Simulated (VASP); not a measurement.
Runs of VASP 6.6.1 on Tl. The structure is that of space group I4/mmm (No. 139), or close to it. The cells are those of the table. 

```csv
cell,further INCAR settings,gap on the mesh (eV),pressure (GPa)
"a = 3.398, b = 3.398, c = 3.789 Å, angles 56.1, 56.1, 67.8°, 1 atom",ALGO = Fast; EDIFF = 1e-07; NBANDS = 12,none,-0.5
"a = 3.884, b = 3.884, c = 3.047 Å, angles 66.9, 66.9, 46.2°, 1 atom",ALGO = Fast; EDIFF = 1e-07; NBANDS = 12,none,2.1
"a = 3.446, b = 3.446, c = 3.586 Å, angles 58.6, 58.6, 62.7°, 1 atom",ALGO = Fast; EDIFF = 1e-07; NBANDS = 12,none,-0.7
"a = 3.625, b = 3.625, c = 3.282 Å, angles 63.1, 63.1, 53.8°, 1 atom",ALGO = Fast; EDIFF = 1e-06; NBANDS = 12,none,-0.5
"a = 3.552, b = 3.552, c = 3.379 Å, angles 61.6, 61.6, 56.8°, 1 atom",ALGO = Fast; EDIFF = 1e-06; NBANDS = 12,none,-0.7
"a = 3.417, b = 3.417, c = 3.682 Å, angles 57.4, 57.4, 65.2°, 1 atom",ALGO = Fast; EDIFF = 1e-06; NBANDS = 12,none,(a)
"a = 3.806, b = 3.806, c = 3.108 Å, angles 65.9, 65.9, 48.2°, 1 atom",ALGO = Fast; EDIFF = 1e-07; NBANDS = 12,none,1.1
"a = 3.396, b = 3.396, c = 4.027 Å, angles 53.6, 53.6, 72.7°, 1 atom",ALGO = Fast; EDIFF = 1e-07; NBANDS = 12,none,-0.5
```

Alike in all rows: task single point; level PBE+D3(BJ); potentials or basis VASP PAW PBE potentials, release 64 (Tl_d); no spin polarisation; k mesh 18 × 18 × 18; cutoff (eV) 520; smearing gaussian 0.15 eV.

**Question.** Fill in the values left out.

**Answer.** (a) -0.6.

Caveats: spin-orbit coupling is left out, which moves the levels of the heavy elements.

A k mesh can miss the band edges, and the runs leave out spin-orbit coupling on Tl.

A gap of «none» marks levels without a gap at the run's occupations.
